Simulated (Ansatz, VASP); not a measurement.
# One calculation of GaAs, two programs

The input INCAR:

```
PREC = Accurate
ENCUT = 520
EDIFF = 1E-6
ISMEAR = -1
SIGMA = 0.05
LREAL = F
LASPH = T
NELM = 100
ALGO = Normal
ISIF = 2
LWAVE = F
LCHARG = F
NBANDS = 16
```

File KPOINTS:

```
regular mesh
0
Gamma
  11 11 11
```

File POSCAR:

```
GaAs
1.0
    0.0000000000      2.7691429914      2.7691429914
    2.7691429914      0.0000000000      2.7691429914
    2.7691429914      2.7691429914      0.0000000000
Ga As
1 1
Direct
    0.0000000000      0.0000000000      0.0000000000
    0.7500000000      0.7500000000      0.7500000000
```

Input for Ansatz:

```yaml
crystal:
  lattice:
    - [0.0, 2.7691429914, 2.7691429914]
    - [2.7691429914, 0.0, 2.7691429914]
    - [2.7691429914, 2.7691429914, 0.0]
  atoms:
    - { symbol: Ga, position: [0.0, 0.0, 0.0] }
    - { symbol: As, position: [0.75, 0.75, 0.75] }
kpoints:
  mp_grid: { grid: [11, 11, 11] }
  band_path:
    path:
      - [0.0, 0.0, 0.0]
      - [-0.5, -0.5, 0.0]
      - [-0.375, -0.375, 0.25]
      - [-0.375, 0.0, 0.375]
      - [0.0, 0.0, 0.0]
      - [0.0, 0.0, 0.5]
      - [-0.5, -0.25, 0.25]
      - [-0.5, -0.5, 0.0]
    npoints: 5
scf:
  occupations: { method: fermi_dirac, width: 0.05 }
hamiltonian:
  xc: lda
  pseudopotentials: { kind: all_electron, lapw: { basis_error: 0.0005 } }
output:
  forces: true
  stress: true
  eigenvalues: true
```

Change from the starting cell: volume scaled by 0.94.

Alike in both runs: task single point; functional LDA; k mesh 11 × 11 × 11; occupations fermi-dirac, width 0.05 eV; no spin polarisation.

```csv
,VASP,Ansatz
version,VASP 6.6.1,Ansatz 0.2.0
potentials or method,"VASP PAW LDA potentials, release 64 (Ga_d, As), cutoff 520 eV","all-electron LAPW, scalar-relativistic"
```

|  | VASP | Ansatz | Ansatz less VASP |
| --- | --- | --- | --- |
| pressure (GPa) | 3.2 | 2.8 | -0.35 |

LDA's correlation is that of Perdew and Zunger in VASP and of Perdew and Wang (1992) in Ansatz. Ansatz ran all-electron here, and VASP with PAW potentials.
